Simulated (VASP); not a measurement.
# Ta: density of states with PBE

The system is Ta.

```
Ta
1.0
     4.86341    0.00000    0.00000
    -2.43170    4.21183    0.00000
     0.00000    0.00000    2.73038
Ta
3
Direct
  0.00000 0.00000 0.00000
  0.33333 0.66667 0.50000
  0.66667 0.33333 0.50000
```

```yaml
Program: VASP 6.6.1
Task: density of states
Functional: PBE
Potentials_or_basis: VASP PAW PBE potentials, release 64 (Ta_pv)
Cutoff: 520 eV
k_mesh: 9 × 9 × 12
Occupations: fermi-dirac, width 0.05 eV
Spin: no spin polarisation
Dipole_correction: no
k_mesh_for_the_DOS: 14 × 14 × 18
Occupations_for_the_DOS: tetrahedron
Further_INCAR_settings: ALGO = Normal; EDIFF = 1e-06
```

```json
{"Valence electrons inside the program's atomic spheres": "Ta 8.84, 8.93"}
```

Levels at points of the mesh, in eV from the Fermi level:
```csv
k point,band 13,band 14,band 15,band 16,band 17,band 18,band 19,band 20
"(0.00, 0.00, 0.00)",-1.44,-1.44,-1.43,-1.43,-0.68,0.99,0.99,3.31
"(0.50, 0.00, 0.00)",-1.86,-1.69,-1.53,-0.94,-0.66,0.74,2.12,3.51
"(0.00, 0.00, 0.50)",-2.89,-2.89,-1.92,0.16,0.16,1.34,1.34,4.42
"(0.50, 0.00, 0.50)",-2.42,-1.29,-1.18,-0.43,0.73,0.87,0.98,2.49
```

It took 2.9 min on 1 thread of Intel(R) Xeon(R) Platinum 8488C (Sapphire Rapids), with other jobs on the host, peak memory 0.32 GiB.

Caveat: spin-orbit coupling is left out, which moves the levels of the heavy elements.
